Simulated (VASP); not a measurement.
# Nb (Fd-3m) in VASP: further runs, part 2 of 2

VASP 6.6.1. The steps go on from the part before.

## 4. Single point, PBE, collinear spin (28.87 Å³/atom)

This run uses another cell than the first one, of 28.87 Å³/atom.

INCAR reads:

```
SYSTEM = Nb
PREC = Accurate ; ENCUT = 520
EDIFF = 1E-6 ; ISMEAR = -1
SIGMA = 0.05 ; LREAL = .False.
LASPH = .True. ; NELM = 150
ALGO = Normal ; ISIF = 2
LWAVE = .False. ; LCHARG = .True.
ISPIN = 2 ; MAGMOM = 1 1
LORBIT = 11 ; LMAXMIX = 4
GGA = PE ; LELF = .True.
LVHAR = .True. ; NBANDS = 24
```

KPOINTS reads:

```
regular mesh
0
Gamma
  10 10 10
  0 0 0
```

POSCAR reads:

```
Nb
1.0
    0.0000000000      3.0678440190      3.0678440190
    3.0678440190      0.0000000000      3.0678440190
    3.0678440190      3.0678440190      0.0000000000
Nb
2
Direct
    0.1250000000      0.1250000000      0.1250000000
    0.8750000000      0.8750000000      0.8750000000
```

Potentials or basis: VASP PAW PBE potentials, release 64 (Nb_sv).

On the command line:

```
> cat potpaw_PBE.64/Nb_sv/POTCAR > POTCAR
> mpirun -np 1 vasp_std > vasp.out
```

OUTCAR:

```text
SYSTEM = Nb
   PREC = Accurate
   ENCUT = 520
   EDIFF = 1E-6
   ISMEAR = -1
   LREAL = .False.
   LASPH = .True.
   NELM = 150
   ISIF = 2
   ISPIN = 2
   LORBIT = 11
   GGA = PE

 ion  position               nearest neighbor table
   1  0.125  0.125  0.125-   2 2.66   2 2.66   2 2.66   2 2.66
   2  0.875  0.875  0.875-   1 2.66   1 2.66   1 2.66   1 2.66

  LATTYP: Found a face centered cubic cell.
 ALAT       =     6.1356880380

  Lattice vectors:

 A1 = (   0.0000000000,   3.0678440190,   3.0678440190)
 A2 = (   3.0678440190,   0.0000000000,   3.0678440190)
 A3 = (   3.0678440190,   3.0678440190,   0.0000000000)

Analysis of symmetry for initial positions (statically):
[... 1512 lines left out ...]
  energy-cutoff  :      520.00
  volume of cell :       57.75
      direct lattice vectors                 reciprocal lattice vectors
     0.000000000  3.067844019  3.067844019    -0.162980907  0.162980907  0.162980907
     3.067844019  0.000000000  3.067844019     0.162980907 -0.162980907  0.162980907
     3.067844019  3.067844019  0.000000000     0.162980907  0.162980907 -0.162980907

 POSITION                                       TOTAL-FORCE (eV/Angst)
 -----------------------------------------------------------------------------------
      0.76696      0.76696      0.76696         0.000000     -0.000000      0.000000
      5.36873      5.36873      5.36873        -0.000000      0.000000     -0.000000
 -----------------------------------------------------------------------------------
    total drift:                                0.000000     -0.000000     -0.000000

  FREE ENERGIE OF THE ION-ELECTRON SYSTEM (eV)
  ---------------------------------------------------
  free  energy   TOTEN  =       -15.2416039027 eV

  energy  without entropy=      -15.2040541947  energy(sigma->0) =      -15.22282905

 total charge

# of ion       s       p       d       tot
------------------------------------------
    1        2.247   5.899   2.690  10.836
    2        2.247   5.899   2.690  10.836
--------------------------------------------------
tot          4.494  11.799   5.379  21.673

 magnetization (x)

# of ion       s       p       d       tot
------------------------------------------
    1        0.000   0.000   0.000   0.001
    2        0.000   0.000   0.000   0.001
--------------------------------------------------
tot          0.000   0.000   0.001   0.001
```

OSZICAR:

```text
N       E                     dE             d eps       ncg     rms          rms(c)
DAV:   1     0.284990770275E+03    0.28499E+03   -0.14148E+04  4520   0.106E+03
DAV:   2     0.735428084202E+01   -0.27764E+03   -0.26565E+03  5352   0.420E+02
DAV:   3    -0.145089184072E+02   -0.21863E+02   -0.20946E+02  8816   0.819E+01
DAV:   4    -0.152007620889E+02   -0.69184E+00   -0.68530E+00  5640   0.142E+01
DAV:   5    -0.152411082546E+02   -0.40346E-01   -0.40236E-01  8088   0.339E+00    0.772E+00
DAV:   6    -0.151586182974E+02    0.82490E-01   -0.85080E-01  6664   0.639E+00    0.308E+00
DAV:   7    -0.152058232904E+02   -0.47205E-01   -0.18418E-01  7160   0.292E+00    0.202E+00
DAV:   8    -0.152257657915E+02   -0.19943E-01   -0.23804E-02  6968   0.105E+00    0.107E+00
DAV:   9    -0.152367229035E+02   -0.10957E-01   -0.17163E-02  5960   0.808E-01    0.508E-01
DAV:  10    -0.152405149659E+02   -0.37921E-02   -0.88146E-03  5480   0.559E-01    0.151E-01
DAV:  11    -0.152409861285E+02   -0.47116E-03   -0.92200E-04  6720   0.184E-01    0.102E-01
DAV:  12    -0.152414206783E+02   -0.43455E-03   -0.75290E-04  5480   0.130E-01    0.404E-02
DAV:  13    -0.152414994328E+02   -0.78754E-04   -0.94667E-05  6616   0.491E-02    0.342E-02
DAV:  14    -0.152415753648E+02   -0.75932E-04   -0.15812E-04  5192   0.540E-02    0.183E-02
DAV:  15    -0.152416021995E+02   -0.26835E-04   -0.12180E-04  5720   0.477E-02    0.385E-03
DAV:  16    -0.152416033912E+02   -0.11917E-05   -0.47939E-06  6016   0.121E-02    0.255E-03
DAV:  17    -0.152416039027E+02   -0.51153E-06   -0.84852E-07  3216   0.637E-03
   1 F= -.15241604E+02 E0= -.15222829E+02  d E =-.375497E-01  mag=     0.0006
```

stdout:

```text
POSCAR found type information on POSCAR Nb
 POSCAR found :  1 types and       2 ions
 scaLAPACK will be used
 LDA part: xc-table for (Slater+PW92), standard interpolation
 POSCAR, INCAR and KPOINTS ok, starting setup
 FFT: planning ... GRIDC
 FFT: planning ... GRID_SOFT
 FFT: planning ... GRID
 WAVECAR not read
 entering main loop
```

Wall time 2.8 min (1 thread of Intel Xeon Platinum 8488C (Sapphire Rapids), shared host); peak memory 0.26 GiB.

What came out:

```
Free energy                                           : -15.2416 eV
Pressure                                              : -6.0 GPa
Band gap on the k mesh                                : zero (filled and empty bands overlap)
Net moment                                            : 0.00 μB per cell
Valence electrons inside the program's atomic spheres : Nb 10.84
```

Caveat: the cell stands under tension.

## 5. Relaxation of cell and atoms, PBE, collinear spin

This run uses another cell than the first one, of 24.27 Å³/atom.

INCAR reads:

```
  PREC = Accurate
  ENCUT = 600
  EDIFF = 1E-6
  ISMEAR = -1
  SIGMA = 0.05
  LREAL = F
  LASPH = T
  NELM = 150
  ALGO = Normal
  ISIF = 3
  LWAVE = F
  LCHARG = F
  ISPIN = 2
  MAGMOM = 1 1
  LORBIT = 11
  LMAXMIX = 4
  GGA = PE
  IBRION = 2
  NSW = 80
  EDIFFG = -0.01
```

KPOINTS reads:

```
regular mesh
0
Gamma
  9 9 9
```

POSCAR reads:

```
Nb
1.0
    0.0000000000      2.8951284430      2.8951284430
    2.8951284430      0.0000000000      2.8951284430
    2.8951284430      2.8951284430      0.0000000000
Nb
2
Direct
    0.1250000000      0.1250000000      0.1250000000
    0.8750000000      0.8750000000      0.8750000000
```

On the command line:

```
> cat potpaw_PBE.64/Nb_sv/POTCAR > POTCAR
> mpirun -np 1 vasp_std > vasp.out
```

It took 4.8 min on 1 thread of Intel Xeon Platinum 8488C (Sapphire Rapids), shared host; peak memory 0.27 GiB.

Results (log left out):

| Property | Result |
| --- | --- |
| Free energy | -15.3671 eV |
| Relaxed volume | 25.78 Å³/atom |
| Relaxed cell | a = 4.178 Å, b = 4.178 Å, c = 4.178 Å, α = 60.00°, β = 60.00°, γ = 60.00° |
| Space group after relaxing (to 0.1 Å) | Fd-3m (No. 227) |
| Energy gained by relaxing | 20.6 meV/atom |
| Ionic steps | 3 |
| Pressure after relaxing | 0.0 GPa |
| Band gap on the k mesh | zero (filled and empty bands overlap) |
| Net moment | 0.00 μB per cell |
| Valence electrons inside the program's atomic spheres | Nb 10.97 |

The path:
```csv
step,energy change (eV),largest force (eV/Å),pressure (GPa),volume (Å³)
1,0.0000,0.0000,4.53,48.53
2,-0.0262,0.0000,-2.36,53.51
3,-0.0412,0.0000,-0.03,51.57
```

Final structure:
```
Nb
1.0
     0.00000    2.95422    2.95422
     2.95422    0.00000    2.95422
     2.95422    2.95422    0.00000
Nb
2
Direct
  0.12500 0.12500 0.12500
  0.87500 0.87500 0.87500
```

Levels at points of the mesh, in eV from the Fermi level:
Spin up:
```csv
k point,band 9,band 10,band 11,band 12,band 13,band 14,band 15,band 16,band 17,band 18
"(0.00, 0.00, 0.00)",-4.42,-1.44,-1.44,-0.54,-0.54,-0.54,1.90,1.90,1.90,5.22
```
Spin down:
```csv
k point,band 11,band 12,band 13,band 14,band 15,band 16
"(0.00, 0.00, 0.00)",-1.44,-0.54,-0.54,-0.54,1.90,1.90
```

## 6. Summary

| task | cell | k mesh | cutoff (eV) | gap on the mesh (eV) | pressure (GPa) | moment (μB) |
| --- | --- | --- | --- | --- | --- | --- |
| single point | a = 4.233 Å, angles 60.0°, 2 atoms | 10 × 10 × 10 | 520 | none | -2.4 | 0.00 |
| single point | a = 4.286 Å, angles 60.0°, 2 atoms | 10 × 10 × 10 | 520 | none | -4.4 | 0.00 |
| single point | a = 4.339 Å, angles 60.0°, 2 atoms | 10 × 10 × 10 | 520 | none | -6.0 | 0.00 |
| relaxation of cell and atoms | relaxed from a = 4.094 Å, angles 60.0°, 2 atoms | 9 × 9 × 9 | 600 | none | 0.0 | 0.00 |

Alike in all rows: level PBE; potentials or basis VASP PAW PBE potentials, release 64 (Nb_sv); spin collinear; smearing fermi-dirac 0.05 eV.

Caveats: the cell stands under tension (at least some runs).

Absolute energies hang on the potentials; compare differences alone.
